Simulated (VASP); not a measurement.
Set up this calculation in VASP 6.6.1, as the native input.

```
Task                   : single point
Functional             : LDA
Potentials or basis    : VASP PAW LDA potentials, release 64 (Sn_d, Se)
Cutoff                 : 520 eV
k mesh                 : 3 × 6 × 6
Occupations            : fermi-dirac, width 0.05 eV
Spin                   : no spin polarisation
Dipole correction      : no
Further INCAR settings : ALGO = Normal; EDIFF = 1e-06; NBANDS = 50
```

The structure of SnSe lies in POSCAR:

```
SnSe
1.0
   11.3204303093      0.0000000000      0.0000000000
    0.0000000000      4.1162171308      0.0000000000
    0.0000000000      0.0000000000      4.3219452179
Sn Se
4 4
Direct
    0.8825580605      0.7500000000      0.9053158594
    0.6174419395      0.2500000000      0.4053158594
    0.3825580605      0.7500000000      0.5946841406
    0.1174419395      0.2500000000      0.0946841406
    0.6422143738      0.7500000000      0.9772929081
    0.8577856262      0.2500000000      0.4772929081
    0.1422143738      0.7500000000      0.5227070919
    0.3577856262      0.2500000000      0.0227070919
```

The input as run:

INCAR

```
  ALGO = Normal
  EDIFF = 1E-6
  ENCUT = 520
  GGA = CA
  ISIF = 2
  ISMEAR = -1
  LASPH = T
  LCHARG = F
  LREAL = F
  LWAVE = F
  NBANDS = 50
  NELM = 60
  PREC = Accurate
  SIGMA = 0.05
```

KPOINTS

```
k-points
0
Gamma
  3 6 6
```

Potentials or basis: VASP PAW LDA potentials, release 64 (Sn_d, Se).

The run is started by

```bash
$ cat potpaw_LDA.64/Sn_d/POTCAR potpaw_LDA.64/Se/POTCAR > POTCAR
$ mpirun -np 1 vasp_std > vasp.out
```

It gave:

| Item | Value |
| --- | --- |
| Pressure | 0.1 GPa |
| Largest force | 0.024 eV/Å |
| Band gap on the k mesh | 0.37 eV, indirect (least direct gap 0.53 eV) |

Caveat: spin-orbit coupling is left out, which moves the levels of the heavy elements.

Wall time 3.6 min on 1 thread of Intel(R) Xeon(R) Platinum 8259CL CPU @ 2.50GHz (Skylake/Cascade Lake), with other jobs on the host, peak memory 0.38 GiB.
